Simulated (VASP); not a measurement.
# Co (P6_3/mmc) in VASP: a series of runs

Co is run at these levels: PBEsol; tasks: single point.

Program: VASP 6.6.1. These are calculated values, not measurements. Logs are shortened: lines on timing, memory, paths and dates and some standing lists are left out, and cuts for length are marked.

## 1. The cell of the first run

The structure is hexagonal, space group P6_3/mmc (No. 194). Conventional cell: a = 2.507 Å, b = 2.507 Å, c = 4.070 Å, α = 90.00°, β = 90.00°, γ = 120.00°. Within 3.3 Å of Co (site symmetry -6m2) lie 12 Co at 2.50 to 2.51 Å.

## 2. Single point, PBEsol, collinear spin, ferromagnetic start

The input, INCAR:

```
PREC = Accurate
ENCUT = 520
EDIFF = 1E-6
ISMEAR = -1
SIGMA = 0.02
LREAL = False
LASPH = True
NELM = 150
ALGO = Normal
ISIF = 2
LWAVE = False
LCHARG = False
ISPIN = 2
MAGMOM = 3.2 3.2
LORBIT = 11
LMAXMIX = 4
GGA = PS
NBANDS = 20
```

The input, KPOINTS:

```
regular mesh
0
Gamma
  4 4 2
```

The input, POSCAR:

```
Co
1.0
    2.5074000000      0.0000000000      0.0000000000
   -1.2537000000      2.1714700000      0.0000000000
    0.0000000000      0.0000000000      4.0699000000
Co
2
Direct
    0.3333333333      0.6666666667      0.2500000000
    0.6666666667      0.3333333333      0.7500000000
```

Potentials or basis: VASP PAW PBE potentials, release 64 (Co).

On the command line:

```
$ cat potpaw_PBE.64/Co/POTCAR > POTCAR
$ mpirun -np 1 vasp_std > vasp.out
```

OUTCAR:

```text
PREC = Accurate
   ENCUT = 520
   EDIFF = 1E-6
   ISMEAR = -1
   LREAL = False
   LASPH = True
   NELM = 150
   ISIF = 2
   ISPIN = 2
   LORBIT = 11
   GGA = PS

 ion  position               nearest neighbor table
   1  0.333  0.667  0.250-   2 2.50   2 2.50   2 2.50   2 2.50   2 2.50   2 2.50
   2  0.667  0.333  0.750-   1 2.50   1 2.50   1 2.50   1 2.50   1 2.50   1 2.50

  LATTYP: Found a hexagonal cell.
 ALAT       =     2.5074000000
 C/A-ratio  =     1.6231554598

  Lattice vectors:

 A1 = (   2.5074000000,   0.0000000000,   0.0000000000)
 A2 = (  -1.2537000000,   2.1714700000,   0.0000000000)
 A3 = (   0.0000000000,   0.0000000000,   4.0699000000)

Analysis of symmetry for initial positions (statically):
=====================================================================
 Subroutine PRICEL returns:
 Original cell was already a primitive cell.

 Routine SETGRP: Setting up the symmetry group for a
 hexagonal supercell.

 Subroutine GETGRP returns: Found 24 space group operations
 (whereof 12 operations were pure point group operations)
 out of a pool of 24 trial point group operations.

The static configuration has the point symmetry D_3d.
 The point group associated with its full space group is D_6h.

Analysis of symmetry for dynamics (positions and initial velocities):
=====================================================================
 Subroutine PRICEL returns:
 Original cell was already a primitive cell.

 Routine SETGRP: Setting up the symmetry group for a
 hexagonal supercell.

 Subroutine GETGRP returns: Found 24 space group operations
 (whereof 12 operations were pure point group operations)
 out of a pool of 24 trial point group operations.

The dynamic configuration has the point symmetry D_3d.
 The point group associated with its full space group is D_6h.

Analysis of structural, dynamic, and magnetic symmetry:
=====================================================================
 Subroutine PRICEL returns:
 Original cell was already a primitive cell.

 Routine SETGRP: Setting up the symmetry group for a
 hexagonal supercell.

 Subroutine GETGRP returns: Found 24 space group operations
 (whereof 12 operations were pure point group operations)
 out of a pool of 24 trial point group operations.

The overall configuration has the point symmetry D_3d.
 The point group associated with its full space group is D_6h.

 Subroutine INISYM returns: Found 24 space group operations
 (whereof 12 operations are pure point group operations),
 and found     1 'primitive' translations

----------------------------------------------------------------------------------------

                                     Primitive cell

  volume of cell :      22.1596

  direct lattice vectors                    reciprocal lattice vectors
     2.507400000  0.000000000  0.000000000     0.398819494  0.230258765  0.000000000
    -1.253700000  2.171470000  0.000000000     0.000000000  0.460517530  0.000000000
     0.000000000  0.000000000  4.069900000     0.000000000  0.000000000  0.245706283

  length of vectors
     2.507400000  2.507398184  4.069900000     0.460517196  0.460517530  0.245706283

  position of ions in fractional coordinates (direct lattice)
     0.333333333  0.666666667  0.250000000
     0.666666667  0.333333333  0.750000000

  ion indices of the primitive-cell ions
   primitive index   ion index
                 1           1
                 2           2

----------------------------------------------------------------------------------------

 KPOINTS: regular mesh

Automatic generation of k-mesh.
 Grid dimensions read from file:
 generate k-points for:    4    4    2

 Generating k-lattice:

  Cartesian coordinates                     Fractional coordinates (reciprocal lattice)
     0.099704874  0.057564691  0.000000000     0.250000000  0.000000000  0.000000000
     0.000000000  0.115129382  0.000000000     0.000000000  0.250000000  0.000000000
     0.000000000  0.000000000  0.122853141     0.000000000  0.000000000  0.500000000

  Length of vectors
     0.115129299  0.115129382  0.122853141

  Shift w.r.t. Gamma in fractional coordinates (k-lattice)
     0.000000000  0.000000000  0.000000000

 Subroutine IBZKPT returns following result:
 ===========================================

 Found      8 irreducible k-points:

 Following reciprocal coordinates:
            Coordinates               Weight
  0.000000  0.000000  0.000000      1.000000
  0.250000  0.000000  0.000000      6.000000
  0.500000  0.000000  0.000000      3.000000
  0.250000  0.250000  0.000000      6.000000
  0.000000  0.000000  0.500000      1.000000
  0.250000  0.000000  0.500000      6.000000
  0.500000  0.000000  0.500000      3.000000
  0.250000  0.250000  0.500000      6.000000
   k-points           NKPTS =      8   k-points in BZ     NKDIM =      8   number of bands    NBANDS=     20
   number of dos      NEDOS =    301   number of ions     NIONS =      2
   total plane-waves  NPLWV =  12000
   dimension x,y,z NGX =    20 NGY =   20 NGZ =   30
   dimension x,y,z NGXF=    40 NGYF=   40 NGZF=   60
   ions per type =               2
   NGX,Y,Z   is equivalent  to a cutoff of  13.26, 13.26, 12.25 a.u.
   NGXF,Y,Z  is equivalent  to a cutoff of  26.52, 26.52, 24.51 a.u.
 SYSTEM =  unknown system
   PREC   = accura    normal or accurate (medium, high low for compatibility)
   ISTART =      0    job   : 0-new  1-cont  2-samecut
   ICHARG =      2    charge: 1-file 2-atom 10-const
   ISPIN  =      2    spin polarized calculation?
   LNONCOLLINEAR =      F non collinear calculations
   LSORBIT =      F    spin-orbit coupling
   LASPH  =      T    aspherical Exc in radial PAW
   ENCUT  =  520.0 eV  38.22 Ry    6.18 a.u.   4.66  4.66  7.57*2*pi/ulx,y,z
   NELM   =    150;   NELMIN=  2; NELMDL= -5     # of ELM steps
   EDIFF  = 0.1E-05   stopping-criterion for ELM
   LREAL  =      F    real-space projection
   EDIFFG = 0.1E-04   stopping-criterion for IOM
   NSW    =      0    number of steps for IOM
   IBRION =     -1    ionic relax: 0-MD 1-quasi-New 2-CG
   NFREE  =      0    steps in history (QN), initial steepest desc. (CG)
   ISIF   =      2    stress and relaxation
   ISYM   =      2    0-nonsym 1-usesym 2-fastsym
   POTIM  = 0.5000    time-step for ionic-motion
   TEBEG  =    0.0;   TEEND  =   0.0 temperature during run
   PSTRESS=    0.0 pullay stress
   NELECT =      18.0000    total number of electrons
   NUPDOWN=      -1.0000    fix difference up-down
   EMIN   =  10.00;   EMAX   =-10.00  energy-range for DOS
   EFERMI =   0.00;   METHOD = LEGACY
   ISMEAR =    -1;   SIGMA  =   0.02  broadening in eV -4-tet -1-fermi 0-gaus
   EFERMI_NEDOS =   21; number of points for ismear=-14 and -15
   IALGO  =     38    algorithm
   IMIX   =      4    mixing-type and parameters
     AMIX     =   0.40;   BMIX     =  1.00
     AMIX_MAG =   1.60;   BMIX_MAG =  1.00
  volume/ion in A,a.u.               =      11.08        74.77
  Fermi-wavevector in a.u.,A,eV,Ry     =   1.527491  2.886539 31.745496  2.333228
  Thomas-Fermi vector in A             =   2.635380
   LORBIT       =     11    0 simple, 1 ext, 2 COOP (PROOUT), +10 PAW based schemes
   GGA     = PS    functional components
   LHFCALC =     F    Hartree Fock is set to
   AEXX    =    0.0000 exact exchange contribution
   IVDW    =     0    specifies the selected vdW correction
   LEPSILON=     F    determine dielectric tensor
   LRPA    =     F    only Hartree local field effects (RPA)
 spin polarized calculation
  energy-cutoff  :      520.00
  volume of cell :       22.16
 maximum number of plane-waves:       604
 NGX is ok and might be reduce to    20
   NGX =  9   NGY =  9   NGZ = 15

 number of electron      18.0000002 magnetization       3.3748749

 Free energy of the ion-electron system (eV)
  ---------------------------------------------------
  ext. energy  EPLUGINS =         0.00000000
  ---------------------------------------------------
  free energy    TOTEN  =       -15.36890663 eV

  energy without entropy =      -15.36549635  energy(sigma->0) =      -15.36720149

 E-fermi :   9.8252     XC(G=0): -13.4471

 val. band max:        9.7292108627   @ k =   0.0000   0.0000   0.0000
 cond. band min:       9.8285013188   @ k =   0.5000   0.0000   0.5000
 fundamental gap:      0.0992904560
 Fermi energy:         9.8252459694

 spin component 1

 k-point     1 :       0.0000    0.0000    0.0000
  band No.  band energies     occupation
      1       0.9021      1.00000
      2       4.7087      1.00000
      3       7.1915      1.00000
      4       7.2525      1.00000
      5       7.2525      1.00000
      6       7.5527      1.00000
[... 12 lines left out ...]
     19      35.3025      0.00000
     20      35.3025      0.00000
[... 139 lines left out ...]
 k-point     8 :       0.2500    0.2500    0.5000
  band No.  band energies     occupation
      1       5.5187      1.00000
      2       5.5187      1.00000
      3       6.5067      1.00000
      4       6.5067      1.00000
      5       6.9489      1.00000
      6       6.9489      1.00000
[... 12 lines left out ...]
     19      36.2009      0.00000
     20      36.2009      0.00000
 Fermi energy:         9.8252459694

 spin component 2

 k-point     1 :       0.0000    0.0000    0.0000
  band No.  band energies     occupation
      1       1.0133      1.00000
      2       5.7564      1.00000
      3       8.9151      1.00000
      4       8.9151      1.00000
      5       8.9669      1.00000
      6       9.2665      1.00000
[... 12 lines left out ...]
     19      35.6941      0.00000
     20      35.6941      0.00000
[... 139 lines left out ...]
 k-point     8 :       0.2500    0.2500    0.5000
  band No.  band energies     occupation
      1       6.5483      1.00000
      2       6.5483      1.00000
      3       7.8193      1.00000
      4       7.8193      1.00000
      5       8.3215      1.00000
      6       8.3215      1.00000
[... 12 lines left out ...]
     19      36.4226      0.00000
     20      36.4226      0.00000

------------------------ aborting loop because EDIFF is reached ----------------------------------------

  FORCE on cell =-STRESS in cart. coord.  units (eV):
  Direction    XX          YY          ZZ          XY          YZ          ZX
  --------------------------------------------------------------------------------------
  -------------------------------------------------------------------------------------
  Total       -1.9276179     -1.9276141     -1.5012941      0.0000000      0.0000000      0.0000000
  in kB     -139.3703315   -139.3700622   -108.5463328      0.0000000      0.0000000      0.0000000
  external PRESSURE =    -129.0955755 kB  Pullay stress =       0.0000000 kB

 VOLUME and BASIS-vectors are now :
 -----------------------------------------------------------------------------
  energy-cutoff  :      520.00
  volume of cell :       22.16
      direct lattice vectors                 reciprocal lattice vectors
     2.507400000  0.000000000  0.000000000     0.398819494  0.230258765  0.000000000
    -1.253700000  2.171470000  0.000000000     0.000000000  0.460517530  0.000000000
     0.000000000  0.000000000  4.069900000     0.000000000  0.000000000  0.245706283

 POSITION                                       TOTAL-FORCE (eV/Angst)
 -----------------------------------------------------------------------------------
     -0.00000      1.44765      1.01747         0.000000      0.000000      0.000000
      1.25370      0.72382      3.05242        -0.000000     -0.000000      0.000000
 -----------------------------------------------------------------------------------
    total drift:                               -0.000000      0.000000     -0.000000

  FREE ENERGIE OF THE ION-ELECTRON SYSTEM (eV)
  ---------------------------------------------------
  free  energy   TOTEN  =       -15.3689066342 eV

  energy  without entropy=      -15.3654963525  energy(sigma->0) =      -15.36720149

 total charge

# of ion       s       p       d       tot
------------------------------------------
    1        0.484   0.492   7.260   8.235
    2        0.484   0.492   7.260   8.235
--------------------------------------------------
tot          0.968   0.984  14.520  16.471

 magnetization (x)

# of ion       s       p       d       tot
------------------------------------------
    1       -0.011  -0.033   1.741   1.697
    2       -0.011  -0.033   1.741   1.697
--------------------------------------------------
tot         -0.022  -0.066   3.482   3.394
```

Wall time 10 s (1 thread of Intel Xeon Platinum 8259CL at 2.50GHz (Skylake/Cascade Lake), shared host); peak memory 0.14 GiB.

Results:

| Property | Result |
| --- | --- |
| Free energy | -15.3689 eV |
| Pressure | -12.9 GPa |
| Net moment | 3.37 μB per cell |
| Site moments | Co +1.70 μB |
| Valence electrons inside the program's atomic spheres | Co 8.23 |

Stress tensor (GPa, compression positive):
```
-13.94   0.00   0.00
  0.00 -13.94   0.00
  0.00   0.00 -10.85
```

Caveat: the k points lie up to 0.77 Å⁻¹ apart; the PAW data sets were made with another functional, which shifts forces and pressure a little.

(Continued in part 2 of 2.)
